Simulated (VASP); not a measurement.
A run of VASP 6.6.1 is set up as follows.

Contents of INCAR:

```
SYSTEM = Ga
PREC = Accurate
ENCUT = 600
EDIFF = 1E-7
ISMEAR = -1
SIGMA = 0.1
LREAL = .FALSE.
LASPH = .TRUE.
NELM = 60
ALGO = Normal
ISIF = 3
LWAVE = .FALSE.
LCHARG = .FALSE.
GGA = B5
ALDAX = 1.0
AGGAX = 1.0
AGGAC = 1.0
ALDAC = 0.0
IBRION = 2
NSW = 80
EDIFFG = -0.01
```

File KPOINTS:

```
regular mesh
0
G
  12 12 7
  0 0 0
```

File POSCAR:

```
Ga
1.0
    3.0261186087      0.0000000000      0.0000000000
   -1.5130593044      2.6206955900      0.0000000000
    0.0000000000      0.0000000000      4.9416516880
Ga
2
Direct
    0.3333333333      0.6666666667      0.2500000000
    0.6666666667      0.3333333333      0.7500000000
```

Potentials or basis: VASP PAW PBE potentials, release 64 (Ga_d).

Launch:

```bash
$ cat potpaw_PBE.64/Ga_d/POTCAR > POTCAR
$ mpirun -np 1 vasp_std > vasp.out
```

Task: Estimate the relaxed cell.

Result: a = 3.204 Å, b = 3.204 Å, c = 4.942 Å, α = 90.00°, β = 90.00°, γ = 120.00°.

Task: What does it give for the band gap on the k mesh?

Result: Zero (band 13 reaches 7.79 eV, above the bottom of band 14 at 2.57 eV).

Task: Predict the relaxed volume.

Result: 21.97 Å³/atom.

Task: Estimate the space group after relaxing (to 0.05 Å).

Result: P6_3/mmc (No. 194).

Final structure:
```cif
data_structure
_symmetry_space_group_name_H-M 'P 1'
_symmetry_Int_Tables_number 1
_cell_length_a 3.2041
_cell_length_b 3.2041
_cell_length_c 4.9420
_cell_angle_alpha 90.000
_cell_angle_beta 90.000
_cell_angle_gamma 120.000
_cell_volume 43.94
loop_
_atom_site_label
_atom_site_type_symbol
_atom_site_fract_x
_atom_site_fract_y
_atom_site_fract_z
_atom_site_occupancy
Ga1 Ga 0.33333 0.66667 0.25000 1
Ga2 Ga 0.66667 0.33333 0.75000 1
```

Caveat: the PAW data sets were made with another functional, which shifts forces and pressure a little.
